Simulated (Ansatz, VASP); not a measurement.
**One calculation of Au, two programs**

Contents of INCAR:

```
SYSTEM = Au
PREC     = Accurate       ! precision mode
ENCUT    = 520            ! plane-wave cutoff, eV
EDIFF    = 1E-7           ! SCF threshold, eV
ISMEAR   = -1             ! smearing method
SIGMA    = 0.03           ! smearing width, eV
LREAL    = .False.        ! projectors in reciprocal space
LASPH    = .True.         ! aspherical terms in the spheres
NELM     = 150            ! most SCF steps
ALGO     = Normal         ! electronic algorithm
ISIF     = 2              ! what is computed and relaxed
LWAVE    = .False.        ! write WAVECAR
LCHARG   = .False.        ! write CHGCAR
MAGMOM   = 0 0 0          ! initial moments
LORBIT   = 11             ! projections on sites
LSORBIT  = .True.         ! spin-orbit coupling
GGA_COMPAT= .False.      
LORBMOM  = .True.       
LMAXMIX  = 4              ! l up to which the mixer works
GGA      = PE             ! functional
NBANDS   = 22             ! bands
```

Contents of KPOINTS:

```
Automatic mesh
0
Gamma
  14 14 14
  0 0 0
```

The input POSCAR:

```
Au
1.0
    0.0000000000      2.0782666844      2.0782666844
    2.0782666844      0.0000000000      2.0782666844
    2.0782666844      2.0782666844      0.0000000000
Au
1
Direct
    0.0000000000      0.0000000000      0.0000000000
```

Input for Ansatz:

```yaml
crystal:
  lattice:
    - [0.0, 2.0782666844, 2.0782666844]
    - [2.0782666844, 0.0, 2.0782666844]
    - [2.0782666844, 2.0782666844, 0.0]
  atoms:
    - { symbol: Au, position: [0.0, 0.0, 0.0] }
kpoints:
  mp_grid: { grid: [14, 14, 14] }
  band_path:
    path:
      - [0.0, 0.0, 0.0]
      - [0.5, 0.0, 0.5]
      - [0.625, 0.25, 0.625]
      - [0.375, 0.375, 0.75]
      - [0.0, 0.0, 0.0]
      - [0.5, 0.5, 0.5]
      - [0.5, 0.25, 0.75]
      - [0.5, 0.0, 0.5]
    npoints: 5
scf:
  occupations: { method: fermi_dirac, width: 0.03 }
hamiltonian:
  xc: pbe
  pseudopotentials: { kind: all_electron, lapw: { basis_error: 0.001 } }
output:
  forces: true
  stress: true
  eigenvalues: true
magnetization:
  noncollinear: true
  spin_orbit: true
```

Alike in both runs: task single point; functional PBE; k mesh 14 × 14 × 14; occupations fermi-dirac, width 0.03 eV; non-collinear spin, spin-orbit coupling.

|  | VASP | Ansatz |
| --- | --- | --- |
| version | VASP 6.6.1 | Ansatz 0.2.0 |
| potentials or method | VASP PAW PBE potentials, release 64 (Au), cutoff 520 eV | all-electron LAPW |

|  | VASP | Ansatz | Ansatz less VASP |
| --- | --- | --- | --- |
| pressure (GPa) | -1.3 | -1.3 | -0.05 |

Ansatz ran all-electron here, and VASP with PAW potentials.
